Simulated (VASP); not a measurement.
# Ga4O (P6/mmm) in VASP: a series of runs

Runs on Ga4O. Level: PBE. Tasks: single point, relaxation of cell and atoms.

Everything below comes from runs of VASP 6.6.1. Logs are shortened: lines on timing, memory, paths and dates and some standing lists are left out, and cuts for length are marked.

## (1) The cell of the first run

Symmetry: P6/mmm, No. 191, hexagonal system. Conventional cell: a = 4.889 Å, b = 4.889 Å, c = 4.480 Å, α = 90.00°, β = 90.00°, γ = 120.00°. Within 2.6 Å of Ga (site symmetry 3m) lie 2 Ga at 1.96 to 2.52 Å. O (site symmetry 6/mmm) has 12 Ga at 2.99 Å within 3.9 Å.

The cell was built from a structure type or drawn by symmetry, and may not be a known phase.

## (2) Single point, PBE

Contents of INCAR:

```
ALGO = Normal
EDIFF = 1E-6
ENCUT = 520
GGA = PE
ISIF = 2
ISMEAR = 0
LASPH = T
LCHARG = T
LELF = T
LREAL = F
LVHAR = T
LWAVE = F
NBANDS = 37
NELM = 100
PREC = Accurate
SIGMA = 0.1
```

Contents of KPOINTS:

```
k-points
0
Gamma
  6 6 4
```

Contents of POSCAR:

```
Ga4O
1.0
    4.8886263400      0.0000000000      0.0000000000
   -2.4443131700      4.2336746000      0.0000000000
    0.0000000000      0.0000000000      4.4795834000
Ga O
4 1
Direct
    0.3333333300      0.6666666700      0.7816249600
    0.3333333300      0.6666666700      0.2183750400
    0.6666666700      0.3333333300      0.2183750400
    0.6666666700      0.3333333300      0.7816249600
    0.0000000000      0.0000000000      0.0000000000
```

Potentials or basis: VASP PAW PBE potentials, release 64 (Ga_d, O).

Command:

```
> cat potpaw_PBE.64/Ga_d/POTCAR potpaw_PBE.64/O/POTCAR > POTCAR
> mpirun -np 1 vasp_std > vasp.out
```

OUTCAR:

```text
EDIFF = 1E-6
   ENCUT = 520
   GGA = PE
   ISIF = 2
   ISMEAR = 0
   LASPH = T
   LREAL = F
   NELM = 100
   PREC = Accurate

 ion  position               nearest neighbor table
   1  0.333  0.667  0.782-   2 1.96   2 2.52   4 2.82   4 2.82   4 2.82
   2  0.333  0.667  0.218-   1 1.96   1 2.52   3 2.82   3 2.82   3 2.82
   3  0.667  0.333  0.218-   4 1.96   4 2.52   2 2.82   2 2.82   2 2.82
   4  0.667  0.333  0.782-   3 1.96   3 2.52   1 2.82   1 2.82   1 2.82
   5  0.000  0.000  0.000-

  LATTYP: Found a hexagonal cell.
 ALAT       =     4.8886263400
 C/A-ratio  =     0.9163276324

  Lattice vectors:

 A1 = (   4.8886263400,   0.0000000000,   0.0000000000)
 A2 = (  -2.4443131700,   4.2336746000,   0.0000000000)
 A3 = (   0.0000000000,   0.0000000000,   4.4795834000)

Analysis of symmetry for initial positions (statically):
=====================================================================
 Subroutine PRICEL returns:
 Original cell was already a primitive cell.

 Routine SETGRP: Setting up the symmetry group for a
 hexagonal supercell.

 Subroutine GETGRP returns: Found 24 space group operations
 (whereof 24 operations were pure point group operations)
 out of a pool of 24 trial point group operations.

The static configuration has the point symmetry D_6h.

Analysis of symmetry for dynamics (positions and initial velocities):
=====================================================================
 Subroutine PRICEL returns:
 Original cell was already a primitive cell.

 Routine SETGRP: Setting up the symmetry group for a
 hexagonal supercell.

 Subroutine GETGRP returns: Found 24 space group operations
 (whereof 24 operations were pure point group operations)
 out of a pool of 24 trial point group operations.

The dynamic configuration has the point symmetry D_6h.

 Subroutine INISYM returns: Found 24 space group operations
 (whereof 24 operations are pure point group operations),
 and found     1 'primitive' translations

----------------------------------------------------------------------------------------

                                     Primitive cell

  volume of cell :      92.7133

  direct lattice vectors                    reciprocal lattice vectors
     4.888626340  0.000000000  0.000000000     0.204556440  0.118100716  0.000000000
    -2.444313170  4.233674600  0.000000000     0.000000000  0.236201431  0.000000000
     0.000000000  0.000000000  4.479583400     0.000000000  0.000000000  0.223235045

  length of vectors
     4.888626340  4.888626340  4.479583400     0.236201431  0.236201431  0.223235045

  position of ions in fractional coordinates (direct lattice)
     0.333333330  0.666666670  0.781624960
     0.333333330  0.666666670  0.218375040
     0.666666670  0.333333330  0.218375040
     0.666666670  0.333333330  0.781624960
     0.000000000  0.000000000  0.000000000

  ion indices of the primitive-cell ions
   primitive index   ion index
                 1           1
                 2           2
                 3           3
                 4           4
                 5           5

----------------------------------------------------------------------------------------

 KPOINTS: k-points

Automatic generation of k-mesh.
 Grid dimensions read from file:
 generate k-points for:    6    6    4

 Generating k-lattice:

  Cartesian coordinates                     Fractional coordinates (reciprocal lattice)
     0.034092740  0.019683453  0.000000000     0.166666667  0.000000000  0.000000000
     0.000000000  0.039366905  0.000000000     0.000000000  0.166666667  0.000000000
     0.000000000  0.000000000  0.055808761     0.000000000  0.000000000  0.250000000

  Length of vectors
     0.039366905  0.039366905  0.055808761

  Shift w.r.t. Gamma in fractional coordinates (k-lattice)
     0.000000000  0.000000000  0.000000000

 Subroutine IBZKPT returns following result:
 ===========================================

 Found     21 irreducible k-points:

 Following reciprocal coordinates:
            Coordinates               Weight
  0.000000  0.000000  0.000000      1.000000
  0.166667  0.000000  0.000000      6.000000
  0.333333  0.000000  0.000000      6.000000
  0.500000  0.000000  0.000000      3.000000
  0.166667  0.166667  0.000000      6.000000
  0.333333  0.166667  0.000000     12.000000
[... 13 lines left out ...]
  0.333333  0.166667  0.500000     12.000000
  0.333333  0.333333  0.500000      2.000000
   k-points           NKPTS =     21   k-points in BZ     NKDIM =     21   number of bands    NBANDS=     37
   number of dos      NEDOS =    301   number of ions     NIONS =      5
   total plane-waves  NPLWV =  46656
   dimension x,y,z NGX =    36 NGY =   36 NGZ =   36
   dimension x,y,z NGXF=    72 NGYF=   72 NGZF=   72
   ions per type =               4   1
   NGX,Y,Z   is equivalent  to a cutoff of  12.24, 12.24, 13.36 a.u.
   NGXF,Y,Z  is equivalent  to a cutoff of  24.48, 24.48, 26.72 a.u.
 SYSTEM =  unknown system
   PREC   = accura    normal or accurate (medium, high low for compatibility)
   ISTART =      0    job   : 0-new  1-cont  2-samecut
   ICHARG =      2    charge: 1-file 2-atom 10-const
   ISPIN  =      1    spin polarized calculation?
   LNONCOLLINEAR =      F non collinear calculations
   LSORBIT =      F    spin-orbit coupling
   LASPH  =      T    aspherical Exc in radial PAW
   ENCUT  =  520.0 eV  38.22 Ry    6.18 a.u.   9.09  9.09  8.33*2*pi/ulx,y,z
   NELM   =    100;   NELMIN=  2; NELMDL= -5     # of ELM steps
   EDIFF  = 0.1E-05   stopping-criterion for ELM
   LREAL  =      F    real-space projection
   EDIFFG = 0.1E-04   stopping-criterion for IOM
   NSW    =      0    number of steps for IOM
   IBRION =     -1    ionic relax: 0-MD 1-quasi-New 2-CG
   NFREE  =      0    steps in history (QN), initial steepest desc. (CG)
   ISIF   =      2    stress and relaxation
   ISYM   =      2    0-nonsym 1-usesym 2-fastsym
   POTIM  = 0.5000    time-step for ionic-motion
   TEBEG  =    0.0;   TEEND  =   0.0 temperature during run
   PSTRESS=    0.0 pullay stress
   NELECT =      58.0000    total number of electrons
   NUPDOWN=      -1.0000    fix difference up-down
   EMIN   =  10.00;   EMAX   =-10.00  energy-range for DOS
   EFERMI =   0.00;   METHOD = LEGACY
   ISMEAR =     0;   SIGMA  =   0.10  broadening in eV -4-tet -1-fermi 0-gaus
   EFERMI_NEDOS =   21; number of points for ismear=-14 and -15
   IALGO  =     38    algorithm
   IMIX   =      4    mixing-type and parameters
     AMIX     =   0.40;   BMIX     =  1.00
     AMIX_MAG =   1.60;   BMIX_MAG =  1.00
  volume/ion in A,a.u.               =      18.54       125.13
  Fermi-wavevector in a.u.,A,eV,Ry     =   1.400136  2.645873 26.672595  1.960380
  Thomas-Fermi vector in A             =   2.523126
   LORBIT       =      0    0 simple, 1 ext, 2 COOP (PROOUT), +10 PAW based schemes
   GGA     = PE    functional components
   LHFCALC =     F    Hartree Fock is set to
   AEXX    =    0.0000 exact exchange contribution
   IVDW    =     0    specifies the selected vdW correction
   LEPSILON=     F    determine dielectric tensor
   LRPA    =     F    only Hartree local field effects (RPA)
 non-spin polarized calculation
 Gauss-broadening in eV      SIGMA  =   0.10
  energy-cutoff  :      520.00
  volume of cell :       92.71
 maximum number of plane-waves:      2517
   NGX = 19   NGY = 19   NGZ = 17

 number of electron      57.9999994 magnetization

 Free energy of the ion-electron system (eV)
  ---------------------------------------------------
  ext. energy  EPLUGINS =         0.00000000
  ---------------------------------------------------
  free energy    TOTEN  =       -12.19796308 eV

  energy without entropy =      -12.18064143  energy(sigma->0) =      -12.18930226

 E-fermi :   3.6446     XC(G=0): -10.1955

 val. band max:        3.6206318899   @ k =   0.1667   0.0000   0.2500
 cond. band min:       3.6454808748   @ k =   0.1667   0.0000   0.5000
 fundamental gap:      0.0248489849
 Fermi energy:         3.6445977232

 k-point     1 :       0.0000    0.0000    0.0000
  band No.  band energies     occupation
      1     -12.6937      2.00000
      2     -12.6482      2.00000
      3     -12.2079      2.00000
      4     -12.0566      2.00000
      5     -12.0566      2.00000
      6     -11.9125      2.00000
[... 29 lines left out ...]
     36       8.3929      0.00000
     37      11.7311      0.00000

 k-point     2 :       0.1667    0.0000    0.0000
  band No.  band energies     occupation
      1     -12.6911      2.00000
      2     -12.6509      2.00000
      3     -12.2175      2.00000
      4     -12.0606      2.00000
      5     -12.0462      2.00000
      6     -11.9084      2.00000
[... 29 lines left out ...]
     36      10.0375      0.00000
     37      11.9160      0.00000

 k-point     3 :       0.3333    0.0000    0.0000
  band No.  band energies     occupation
      1     -12.6842      2.00000
      2     -12.6579      2.00000
      3     -12.2443      2.00000
      4     -12.0682      2.00000
      5     -12.0023      2.00000
      6     -11.9007      2.00000
[... 29 lines left out ...]
     36      11.0132      0.00000
     37      11.4624      0.00000

 k-point     4 :       0.5000    0.0000    0.0000
  band No.  band energies     occupation
      1     -12.6786      2.00000
      2     -12.6636      2.00000
      3     -12.2591      2.00000
      4     -12.0718      2.00000
      5     -11.9486      2.00000
      6     -11.9374      2.00000
[... 29 lines left out ...]
     36      10.6524      0.00000
     37      11.2807      0.00000
[... 563 lines left out ...]
      1     -12.3462      2.00000
      2     -12.3021      2.00000
      3     -12.2104      2.00000
      4     -11.9071      2.00000
      5     -11.8976      2.00000
      6     -11.7810      2.00000
[... 29 lines left out ...]
     36      10.3373      0.00000
     37      10.4494      0.00000

 k-point    20 :       0.3333    0.1667    0.5000
  band No.  band energies     occupation
      1     -12.3341      2.00000
      2     -12.3130      2.00000
      3     -12.2336      2.00000
      4     -11.9047      2.00000
      5     -11.8566      2.00000
      6     -11.8030      2.00000
[... 29 lines left out ...]
     36      11.2835      0.00000
     37      12.4853      0.00000

 k-point    21 :       0.3333    0.3333    0.5000
  band No.  band energies     occupation
      1     -12.3235      2.00000
      2     -12.3235      2.00000
      3     -12.2434      2.00000
      4     -11.8600      2.00000
      5     -11.8534      2.00000
      6     -11.8534      2.00000
[... 29 lines left out ...]
     36      11.7768      0.00000
     37      12.0514      0.00000

------------------------ aborting loop because EDIFF is reached ----------------------------------------

  FORCE on cell =-STRESS in cart. coord.  units (eV):
  Direction    XX          YY          ZZ          XY          YZ          ZX
  --------------------------------------------------------------------------------------
  -------------------------------------------------------------------------------------
  Total       -2.9913851     -2.9913851     33.5703169      0.0000000      0.0000000      0.0000000
  in kB      -51.6940982    -51.6940982    580.1283355      0.0000000      0.0000000      0.0000000
  external PRESSURE =     158.9133797 kB  Pullay stress =       0.0000000 kB

 VOLUME and BASIS-vectors are now :
 -----------------------------------------------------------------------------
  energy-cutoff  :      520.00
  volume of cell :       92.71
      direct lattice vectors                 reciprocal lattice vectors
     4.888626340  0.000000000  0.000000000     0.204556440  0.118100716  0.000000000
    -2.444313170  4.233674600  0.000000000     0.000000000  0.236201431  0.000000000
     0.000000000  0.000000000  4.479583400     0.000000000  0.000000000  0.223235045

 POSITION                                       TOTAL-FORCE (eV/Angst)
 -----------------------------------------------------------------------------------
     -0.00000      2.82245      3.50135        -0.000000     -0.000000     -8.365402
     -0.00000      2.82245      0.97823         0.000000     -0.000000      8.365402
      2.44431      1.41122      0.97823        -0.000000      0.000000      8.365402
      2.44431      1.41122      3.50135        -0.000000      0.000000     -8.365402
      0.00000      0.00000      0.00000         0.000000      0.000000      0.000000
 -----------------------------------------------------------------------------------
    total drift:                                0.000000      0.000000     -0.000000

  FREE ENERGIE OF THE ION-ELECTRON SYSTEM (eV)
  ---------------------------------------------------
  free  energy   TOTEN  =       -12.1979630782 eV

  energy  without entropy=      -12.1806414331  energy(sigma->0) =      -12.18930226
```

It took 33 s on 1 thread of Intel Xeon 6975P-C (Granite Rapids), shared host; peak memory 0.22 GiB.

What came out:

```
Free energy            : -12.1980 eV
Pressure               : 15.9 GPa
Largest force          : 8.365 eV/Å
Band gap on the k mesh : zero (bands 29 and 30 overlap by 1.18 eV)
```

Forces on the atoms (eV/Å):
```
Ga   0.000  0.000 -8.365
Ga   0.000  0.000  8.365
Ga   0.000  0.000  8.365
Ga   0.000  0.000 -8.365
O    0.000  0.000  0.000
```

Stress tensor (GPa, compression positive):
```
-5.17  0.00  0.00
 0.00 -5.17  0.00
 0.00  0.00 58.01
```

Caveat: the cell stands under pressure; forces of over 1 eV/Å act on the atoms, so gaps and moduli don't describe the material at rest.

(Part 1 of 3 ends here.)
